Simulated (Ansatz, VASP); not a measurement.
**CuGe4: VASP beside Ansatz**

```
Ge Cu
1.0
     4.03036    0.00000    0.00000
    -2.01518    3.49039    0.00000
     0.00000    0.00000   21.49841
Ge Cu
4 1
Direct
  0.33333 0.66667 0.18606
  0.00000 0.00000 0.22433
  0.00000 0.00000 0.34592
  0.66667 0.33333 0.38135
  0.11111 0.55556 0.53485
```

Alike in both runs: task single point; functional PBE; dispersion D3(BJ); k mesh 9 × 9 × 1; occupations gaussian, width 0.1 eV; no spin polarisation.

```csv
,VASP,Ansatz
version,VASP 6.6.1,Ansatz 0.2.0
potentials or method,"VASP PAW PBE potentials, release 64 (Ge_d, Cu), cutoff 520 eV","scalar-relativistic, plane waves, PAW"
valence electrons in the cell,67,75
```

```csv
,VASP,Ansatz,Ansatz less VASP
gap on the k mesh at the Fermi level (eV),none,none,-
rms of the force components (eV/Å),0.198,0.198,+0.0003
```

Atom by atom the forces differ by 0.001 eV/Å (rms over components). A gap of «none» marks a metal or a gap that the smearing closes. VASP's potentials hold 67 valence electrons a cell and Ansatz's 75, so a difference there can come from the potentials and not from the codes.
